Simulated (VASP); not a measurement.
Wanted: the native input for a VASP 6.6.1 run.

```yaml
Task: single point
Functional: LDA
Potentials_or_basis: VASP PAW LDA potentials, release 64 (As)
Cutoff: 520 eV
k_mesh: 10 × 10 × 10
Occupations: fermi-dirac, width 0.05 eV
Spin: no spin polarisation
Dipole_correction: no
Further_INCAR_settings: ALGO = Normal; EDIFF = 1e-06; NBANDS = 8
```

The structure of As lies in POSCAR:

```
As
1.0
    2.7392605843      0.0000000000      0.0000000000
    0.0000000000      2.7392605843      0.0000000000
    0.0000000000      0.0000000000      2.7392605843
As
1
Direct
    0.5000000000      0.5000000000      0.5000000000
```

The input as run:

INCAR

```
SYSTEM = As
ALGO     = Normal         ! electronic algorithm
EDIFF    = 1E-6           ! SCF threshold, eV
ENCUT    = 520            ! plane-wave cutoff, eV
GGA      = CA             ! functional
ISIF     = 2              ! what is computed and relaxed
ISMEAR   = -1             ! smearing method
LASPH    = .True.         ! aspherical terms in the spheres
LCHARG   = .False.        ! write CHGCAR
LREAL    = .False.        ! projectors in reciprocal space
LWAVE    = .False.        ! write WAVECAR
NBANDS   = 8              ! bands
NELM     = 60             ! most SCF steps
PREC     = Accurate       ! precision mode
SIGMA    = 0.05           ! smearing width, eV
```

KPOINTS

```
k-points
0
Gamma
  10 10 10
  0 0 0
```

Potentials or basis: VASP PAW LDA potentials, release 64 (As).

The run is started by

```sh
$ cat potpaw_LDA.64/As/POTCAR > POTCAR
$ mpirun -np 1 vasp_std > vasp.out
```

It gave:

```
Pressure : -5.9 GPa
```

Run time: 4.5 s on 1 thread of AMD EPYC 9R14 (Zen 4), on a shared host, peak memory 0.08 GiB.
